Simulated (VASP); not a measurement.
Input of a VASP 6.6.1 run:

POSCAR

```
ZnO
1.0
    0.0000000000      2.1337703828      2.1337703828
    2.1337703828      0.0000000000      2.1337703828
    2.1337703828      2.1337703828      0.0000000000
Zn O
1 1
Direct
    0.0000000000      0.0000000000      0.0000000000
    0.5000000000      0.5000000000      0.5000000000
```

File INCAR.step1:

```
SYSTEM = ZnO
PREC = Accurate ; ENCUT = 910
EDIFF = 1E-5 ; ISMEAR = 0
SIGMA = 0.01 ; LREAL = .False.
LASPH = .True. ; NELM = 120
ALGO = Normal ; ISIF = 2
LWAVE = .True. ; LCHARG = .False.
GGA = PE ; NBANDS = 16
GGA_COMPAT = .False.
```

The input INCAR.step2:

```
SYSTEM = ZnO
PREC = Accurate ; ENCUT = 910
EDIFF = 1E-6 ; ISMEAR = 0
SIGMA = 0.01 ; LREAL = .False.
LASPH = .True. ; NELM = 120
ALGO = Normal ; ISIF = 2
LWAVE = .False. ; LCHARG = .False.
GGA = PE ; LHFCALC = .True.
AEXX = 0.1 ; HFSCREEN = 0.1
PRECFOCK = Normal ; ISTART = 1
NBANDS = 16 ; GGA_COMPAT = .False.
```

KPOINTS

```
Automatic mesh
0
Gamma
  4 4 4
  0 0 0
```

Potentials or basis: VASP PAW PBE potentials, release 64 (Zn, O_h).

The run is started by

```bash
$ cat potpaw_PBE.64/Zn/POTCAR potpaw_PBE.64/O_h/POTCAR > POTCAR
$ cp INCAR.step1 INCAR
$ mpirun -np 1 vasp_std > vasp.out
$ cp INCAR.step2 INCAR
$ mpirun -np 1 vasp_std > vasp.out
```

**Question.** Predict the band gap on the k mesh.

**Answer.** 1.76 eV, indirect (least direct gap 3.09 eV).

**Question.** Estimate the pressure.

**Answer.** 5.7 GPa.

Caveat: the k points lie up to 0.64 Å⁻¹ apart; the cutoff is under 1.25 times the usual one of these potentials, so pressure, stress and relaxed cells hold a basis-set (Pulay) error; the PAW data sets were made with another functional, which shifts forces and pressure a little. A k mesh can miss the band edges.
